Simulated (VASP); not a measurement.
# K (Fm-3m) in VASP: further runs

The runs below take K through single point, with LDA.

Everything below comes from runs of VASP 6.6.1. Logs are shortened: lines on timing, memory, paths and dates and some standing lists are left out, and cuts for length are marked.

## Step 1: The cell of the first run

The structure is cubic, space group Fm-3m (No. 225). Conventional cell: a = 5.115 Å, b = 5.115 Å, c = 5.115 Å, α = 90.00°, β = 90.00°, γ = 90.00°. K (site symmetry m-3m) has 12 K at 3.62 Å within 4.8 Å.

This isn't the form of K at room conditions, which is bcc.

## Step 2: Single point, LDA (33.45 Å³/atom)

File INCAR:

```
PREC = Accurate ; ENCUT = 520
EDIFF = 1E-7 ; ISMEAR = -1
SIGMA = 0.08 ; LREAL = F
LASPH = T ; NELM = 60
ALGO = Normal ; ISIF = 2
LWAVE = F ; LCHARG = T
LELF = T ; LVHAR = T
NBANDS = 10
```

File KPOINTS:

```
Automatic mesh
0
Gamma
  12 12 12
```

File POSCAR:

```
K
1.0
    0.0000000000      2.5574086735      2.5574086735
    2.5574086735      0.0000000000      2.5574086735
    2.5574086735      2.5574086735      0.0000000000
K
1
Direct
    0.0000000000      0.0000000000      0.0000000000
```

Potentials or basis: VASP PAW LDA potentials, release 64 (K_sv).

Command:

```
cat potpaw_LDA.64/K_sv/POTCAR > POTCAR
mpirun -np 1 vasp_std > vasp.out
```

OUTCAR:

```text
PREC = Accurate
   ENCUT = 520
   EDIFF = 1E-7
   ISMEAR = -1
   LREAL = F
   LASPH = T
   NELM = 60
   ISIF = 2

 ion  position               nearest neighbor table
   1  0.000  0.000  0.000-

  LATTYP: Found a face centered cubic cell.
 ALAT       =     5.1148173470

  Lattice vectors:

 A1 = (   0.0000000000,   2.5574086735,   2.5574086735)
 A2 = (   2.5574086735,   0.0000000000,   2.5574086735)
 A3 = (   2.5574086735,   2.5574086735,   0.0000000000)

Analysis of symmetry for initial positions (statically):
=====================================================================
 Subroutine PRICEL returns:
 Original cell was already a primitive cell.

 Routine SETGRP: Setting up the symmetry group for a
 face centered cubic supercell.

 Subroutine GETGRP returns: Found 48 space group operations
 (whereof 48 operations were pure point group operations)
 out of a pool of 48 trial point group operations.

The static configuration has the point symmetry O_h .

Analysis of symmetry for dynamics (positions and initial velocities):
=====================================================================
 Subroutine PRICEL returns:
 Original cell was already a primitive cell.

 Routine SETGRP: Setting up the symmetry group for a
 face centered cubic supercell.

 Subroutine GETGRP returns: Found 48 space group operations
 (whereof 48 operations were pure point group operations)
 out of a pool of 48 trial point group operations.

The dynamic configuration has the point symmetry O_h .

 Subroutine INISYM returns: Found 48 space group operations
 (whereof 48 operations are pure point group operations),
 and found     1 'primitive' translations

----------------------------------------------------------------------------------------

                                     Primitive cell

  volume of cell :      33.4526

  direct lattice vectors                    reciprocal lattice vectors
     0.000000000  2.557408673  2.557408673    -0.195510403  0.195510403  0.195510403
     2.557408673  0.000000000  2.557408673     0.195510403 -0.195510403  0.195510403
     2.557408673  2.557408673  0.000000000     0.195510403  0.195510403 -0.195510403

  length of vectors
     3.616722031  3.616722031  3.616722031     0.338633951  0.338633951  0.338633951

  position of ions in fractional coordinates (direct lattice)
     0.000000000  0.000000000  0.000000000

  ion indices of the primitive-cell ions
   primitive index   ion index
[... 76 lines left out ...]
   NSW    =      0    number of steps for IOM
   IBRION =     -1    ionic relax: 0-MD 1-quasi-New 2-CG
   NFREE  =      0    steps in history (QN), initial steepest desc. (CG)
   ISIF   =      2    stress and relaxation
   ISYM   =      2    0-nonsym 1-usesym 2-fastsym
   POTIM  = 0.5000    time-step for ionic-motion
   TEBEG  =    0.0;   TEEND  =   0.0 temperature during run
   PSTRESS=    0.0 pullay stress
   NELECT =       9.0000    total number of electrons
   NUPDOWN=      -1.0000    fix difference up-down
   EMIN   =  10.00;   EMAX   =-10.00  energy-range for DOS
   EFERMI =   0.00;   METHOD = LEGACY
   ISMEAR =    -1;   SIGMA  =   0.08  broadening in eV -4-tet -1-fermi 0-gaus
   EFERMI_NEDOS =   21; number of points for ismear=-14 and -15
   IALGO  =     38    algorithm
   IMIX   =      4    mixing-type and parameters
     AMIX     =   0.40;   BMIX     =  1.00
     AMIX_MAG =   1.60;   BMIX_MAG =  1.00
  volume/ion in A,a.u.               =      33.45       225.75
  Fermi-wavevector in a.u.,A,eV,Ry     =   1.056847  1.997152 15.196701  1.116926
  Thomas-Fermi vector in A             =   2.192098
   LORBIT       =      0    0 simple, 1 ext, 2 COOP (PROOUT), +10 PAW based schemes
   GGA     = CA    functional components
   LHFCALC =     F    Hartree Fock is set to
   AEXX    =    0.0000 exact exchange contribution
   IVDW    =     0    specifies the selected vdW correction
   LEPSILON=     F    determine dielectric tensor
   LRPA    =     F    only Hartree local field effects (RPA)
 non-spin polarized calculation
  energy-cutoff  :      520.00
  volume of cell :       33.45
 maximum number of plane-waves:       934
   NGX = 13   NGY = 13   NGZ = 13

 number of electron       9.0000000 magnetization

 Free energy of the ion-electron system (eV)
  ---------------------------------------------------
  ext. energy  EPLUGINS =         0.00000000
  ---------------------------------------------------
  free energy    TOTEN  =        -0.61447440 eV

  energy without entropy =       -0.59236212  energy(sigma->0) =       -0.60341826

 E-fermi :   2.3035     XC(G=0):  -8.3295

 val. band max:        2.2781262275   @ k =   0.5000   0.5000   0.0000
 cond. band min:       2.3406632888   @ k =   0.5000   0.4167   0.0833
 fundamental gap:      0.0625370613
 Fermi energy:         2.3035046553

 k-point     1 :       0.0000    0.0000    0.0000
  band No.  band energies     occupation
      1     -29.5950      2.00000
      2     -12.9426      2.00000
      3     -12.9426      2.00000
      4     -12.9426      2.00000
      5      -1.0419      2.00000
      6       6.7540      0.00000
      7       6.7540      0.00000
      8       6.7540      0.00000
      9       8.8719      0.00000
     10       8.8719      0.00000
[... 287 lines left out ...]
 k-point    24 :      -0.4167    0.1667    0.0000
  band No.  band energies     occupation
      1     -29.4647      2.00000
      2     -13.6852      2.00000
      3     -13.1898      2.00000
      4     -13.0668      2.00000
      5       2.7697      0.00587
      6       3.7021      0.00000
      7       5.6116      0.00000
      8       6.9142      0.00000
      9       9.9005      0.00000
     10      10.5338      0.00000

 [... further k-points ...]

------------------------ aborting loop because EDIFF is reached ----------------------------------------

  FORCE on cell =-STRESS in cart. coord.  units (eV):
  Direction    XX          YY          ZZ          XY          YZ          ZX
  --------------------------------------------------------------------------------------
  -------------------------------------------------------------------------------------
  Total        1.9672796      1.9672796      1.9672796      0.0000000     -0.0000000      0.0000000
  in kB       94.2206907     94.2206907     94.2206907      0.0000000     -0.0000000      0.0000000
  external PRESSURE =      94.2206907 kB  Pullay stress =       0.0000000 kB

 VOLUME and BASIS-vectors are now :
 -----------------------------------------------------------------------------
  energy-cutoff  :      520.00
  volume of cell :       33.45
      direct lattice vectors                 reciprocal lattice vectors
     0.000000000  2.557408673  2.557408673    -0.195510403  0.195510403  0.195510403
     2.557408673  0.000000000  2.557408673     0.195510403 -0.195510403  0.195510403
     2.557408673  2.557408673  0.000000000     0.195510403  0.195510403 -0.195510403

 POSITION                                       TOTAL-FORCE (eV/Angst)
 -----------------------------------------------------------------------------------
      0.00000      0.00000      0.00000         0.000000      0.000000      0.000000
 -----------------------------------------------------------------------------------
    total drift:                               -0.000000     -0.000000     -0.000000

  FREE ENERGIE OF THE ION-ELECTRON SYSTEM (eV)
  ---------------------------------------------------
  free  energy   TOTEN  =        -0.6144743967 eV

  energy  without entropy=       -0.5923621180  energy(sigma->0) =       -0.60341826
```

stdout:

```text
POSCAR found type information on POSCAR K
 POSCAR found :  1 types and       1 ions
 scaLAPACK will be used
 LDA part: xc-table for (Slater(with rela. corr.)+CA(PZ))
 , standard interpolation
 POSCAR, INCAR and KPOINTS ok, starting setup
 FFT: planning ... GRIDC
 FFT: planning ... GRID_SOFT
 FFT: planning ... GRID
 WAVECAR not read
 entering main loop
```

Wall time 22 s (1 thread of Intel Xeon Platinum 8259CL at 2.50GHz (Skylake/Cascade Lake), shared host); peak memory 0.15 GiB.

What came out:

* Free energy: -0.6145 eV
* Pressure: 9.4 GPa
* Band gap on the k mesh: zero (an odd number of electrons rules out a gap without spin polarisation)

Caveat: the cell stands under pressure.

## Step 3: Single point, LDA (38.60 Å³/atom)

This run uses another cell than the first one, of 38.60 Å³/atom.

File INCAR:

```
ALGO = Normal
EDIFF = 1E-7
ENCUT = 520
ISIF = 2
ISMEAR = -1
LASPH = True
LCHARG = False
LREAL = False
LWAVE = False
NBANDS = 10
NELM = 60
PREC = Accurate
SIGMA = 0.08
```

File KPOINTS:

```
k-points
0
Gamma
  12 12 12
```

File POSCAR:

```
K
1.0
    0.0000000000      2.6823540615      2.6823540615
    2.6823540615      0.0000000000      2.6823540615
    2.6823540615      2.6823540615      0.0000000000
K
1
Direct
    0.0000000000      0.0000000000      0.0000000000
```

Potentials or basis: VASP PAW LDA potentials, release 64 (K_sv).

Command:

```
cat potpaw_LDA.64/K_sv/POTCAR > POTCAR
mpirun -np 1 vasp_std > vasp.out
```

Run time: 21 s. Hardware: 1 thread of Intel Xeon Platinum 8259CL at 2.50GHz (Skylake/Cascade Lake), shared host; peak memory 0.15 GiB.

The run converged. Its results:

* Free energy: -0.8570 eV
* Pressure: 5.9 GPa
* Band gap on the k mesh: zero (an odd number of electrons rules out a gap without spin polarisation)

Levels at points of the mesh, in eV from the Fermi level:
| k point | band 3 | band 4 | band 5 | band 6 | band 7 | band 8 |
| --- | --- | --- | --- | --- | --- | --- |
| (0.00, 0.00, 0.00) | -15.25 | -15.25 | -3.17 | 4.45 | 4.45 | 4.45 |
| (0.50, 0.00, 0.00) | -15.32 | -15.32 | 0.05 | 1.21 | 4.16 | 4.16 |
| (0.50, 0.50, 0.00) | -15.44 | -15.44 | 0.26 | 1.74 | 2.64 | 7.66 |

Caveat: the cell stands under pressure.

## Step 4: Single point, LDA (43.75 Å³/atom)

This run uses another cell than the first one, of 43.75 Å³/atom.

File INCAR:

```
SYSTEM = K
PREC = Accurate
ENCUT = 520
EDIFF = 1E-6
ISMEAR = -1
SIGMA = 0.08
LREAL = .FALSE.
LASPH = .TRUE.
NELM = 100
ALGO = Normal
ISIF = 2
LWAVE = .FALSE.
LCHARG = .FALSE.
NBANDS = 10
```

File KPOINTS:

```
regular mesh
0
G
  12 12 12
  0 0 0
```

File POSCAR:

```
K
1.0
    0.0000000000      2.7966320049      2.7966320049
    2.7966320049      0.0000000000      2.7966320049
    2.7966320049      2.7966320049      0.0000000000
K
1
Direct
    0.0000000000      0.0000000000      0.0000000000
```

Potentials or basis: VASP PAW LDA potentials, release 64 (K_sv).

Command:

```
cat potpaw_LDA.64/K_sv/POTCAR > POTCAR
mpirun -np 1 vasp_std > vasp.out
```

OUTCAR:

```text
SYSTEM = K
   PREC = Accurate
   ENCUT = 520
   EDIFF = 1E-6
   ISMEAR = -1
   LREAL = .FALSE.
   LASPH = .TRUE.
   NELM = 100
   ISIF = 2

 ion  position               nearest neighbor table
   1  0.000  0.000  0.000-

  LATTYP: Found a face centered cubic cell.
 ALAT       =     5.5932640098

  Lattice vectors:

 A1 = (   0.0000000000,   2.7966320049,   2.7966320049)
 A2 = (   2.7966320049,   0.0000000000,   2.7966320049)
 A3 = (   2.7966320049,   2.7966320049,   0.0000000000)
[... 489 lines left out ...]
      9       8.1452      0.00000
     10       8.4188      0.00000

 [... further k-points ...]

------------------------ aborting loop because EDIFF is reached ----------------------------------------

  FORCE on cell =-STRESS in cart. coord.  units (eV):
  Direction    XX          YY          ZZ          XY          YZ          ZX
  --------------------------------------------------------------------------------------
  -------------------------------------------------------------------------------------
  Total        0.9646136      0.9646136      0.9646136      0.0000000     -0.0000000      0.0000000
  in kB       35.3287266     35.3287266     35.3287266      0.0000000     -0.0000000      0.0000000
  external PRESSURE =      35.3287266 kB  Pullay stress =       0.0000000 kB

 VOLUME and BASIS-vectors are now :
 -----------------------------------------------------------------------------
  energy-cutoff  :      520.00
  volume of cell :       43.75
      direct lattice vectors                 reciprocal lattice vectors
     0.000000000  2.796632005  2.796632005    -0.178786483  0.178786483  0.178786483
     2.796632005  0.000000000  2.796632005     0.178786483 -0.178786483  0.178786483
     2.796632005  2.796632005  0.000000000     0.178786483  0.178786483 -0.178786483

 POSITION                                       TOTAL-FORCE (eV/Angst)
 -----------------------------------------------------------------------------------
      0.00000      0.00000      0.00000        -0.000000     -0.000000      0.000000
 -----------------------------------------------------------------------------------
    total drift:                               -0.000000     -0.000000      0.000000

  FREE ENERGIE OF THE ION-ELECTRON SYSTEM (eV)
  ---------------------------------------------------
  free  energy   TOTEN  =        -1.0056032385 eV

  energy  without entropy=       -0.9906297025  energy(sigma->0) =       -0.99811647
```

stdout:

```text
POSCAR found type information on POSCAR K
 POSCAR found :  1 types and       1 ions
 scaLAPACK will be used
 LDA part: xc-table for (Slater(with rela. corr.)+CA(PZ))
 , standard interpolation
 POSCAR, INCAR and KPOINTS ok, starting setup
 FFT: planning ... GRIDC
 FFT: planning ... GRID_SOFT
 FFT: planning ... GRID
 WAVECAR not read
 entering main loop
```

It took 23 s on 1 thread of Intel Xeon Platinum 8259CL at 2.50GHz (Skylake/Cascade Lake), shared host; peak memory 0.16 GiB.

What came out:

| Item | Value |
| --- | --- |
| Free energy | -1.0056 eV |
| Pressure | 3.5 GPa |
| Band gap on the k mesh | zero (an odd number of electrons rules out a gap without spin polarisation) |

Levels at points of the mesh, in eV from the Fermi level:
| k point | band 1 | band 2 | band 3 | band 4 | band 5 | band 6 | band 7 | band 8 | band 9 | band 10 |
| --- | --- | --- | --- | --- | --- | --- | --- | --- | --- | --- |
| (0.00, 0.00, 0.00) | -31.70 | -15.26 | -15.26 | -15.26 | -2.97 | 4.43 | 4.43 | 4.43 | 6.16 | 6.16 |
| (0.50, 0.00, 0.00) | -31.66 | -15.64 | -15.31 | -15.31 | 0.14 | 1.01 | 4.16 | 4.16 | 7.34 | 7.34 |
| (0.50, 0.50, 0.00) | -31.64 | -15.62 | -15.39 | -15.39 | 0.47 | 1.93 | 2.29 | 7.13 | 7.13 | 7.34 |

Caveat: the cell stands under pressure.

## Step 5: Single point, LDA (48.89 Å³/atom)

This run uses another cell than the first one, of 48.89 Å³/atom.

File INCAR:

```
  PREC = Accurate
  ENCUT = 520
  EDIFF = 1E-6
  ISMEAR = -1
  SIGMA = 0.08
  LREAL = False
  LASPH = True
  NELM = 60
  ALGO = Normal
  ISIF = 2
  LWAVE = False
  LCHARG = True
  GGA = CA
  LELF = True
  LVHAR = True
  NBANDS = 10
```

File KPOINTS:

```
Automatic mesh
0
Gamma
  12 12 12
```

File POSCAR:

```
K
1.0
    0.0000000000      2.9022637893      2.9022637893
    2.9022637893      0.0000000000      2.9022637893
    2.9022637893      2.9022637893      0.0000000000
K
1
Direct
    0.0000000000      0.0000000000      0.0000000000
```

Command:

```
cat potpaw_LDA.64/K_sv/POTCAR > POTCAR
mpirun -np 1 vasp_std > vasp.out
```

It took 19 s on 1 thread of Intel Xeon Platinum 8259CL at 2.50GHz (Skylake/Cascade Lake), shared host; peak memory 0.16 GiB.

It converged, with:

```yaml
Free_energy: -1.0939 eV
Pressure: 2.0 GPa
Band_gap_on_the_k_mesh: zero (an odd number of electrons rules out a gap without spin polarisation)
```

Levels at points of the mesh, in eV from the Fermi level:
```csv
k point,band 2,band 3,band 4,band 5,band 6,band 7,band 8,band 9
"(0.00, 0.00, 0.00)",-15.28,-15.28,-15.28,-2.79,4.39,4.39,4.39,5.99
"(0.50, 0.00, 0.00)",-15.55,-15.31,-15.31,0.20,0.88,4.14,4.14,7.07
"(0.50, 0.50, 0.00)",-15.53,-15.38,-15.38,0.62,2.03,2.06,6.58,6.58
```

## Step 6: Overview

```csv
cell,gap on the mesh (eV),pressure (GPa)
"a = 3.617 Å, angles 60.0°, 1 atom",none,9.4
"a = 3.793 Å, angles 60.0°, 1 atom",none,5.9
"a = 3.955 Å, angles 60.0°, 1 atom",none,3.5
"a = 4.104 Å, angles 60.0°, 1 atom",none,2.0
```

Alike in all rows: task single point; level LDA; potentials or basis VASP PAW LDA potentials, release 64 (K_sv); no spin polarisation; k mesh 12 × 12 × 12; cutoff (eV) 520; smearing fermi-dirac 0.08 eV.

Caveats: the cell stands under pressure (at least some runs).

Total energies depend on the potentials used, so only differences within one code and one set of settings carry meaning.
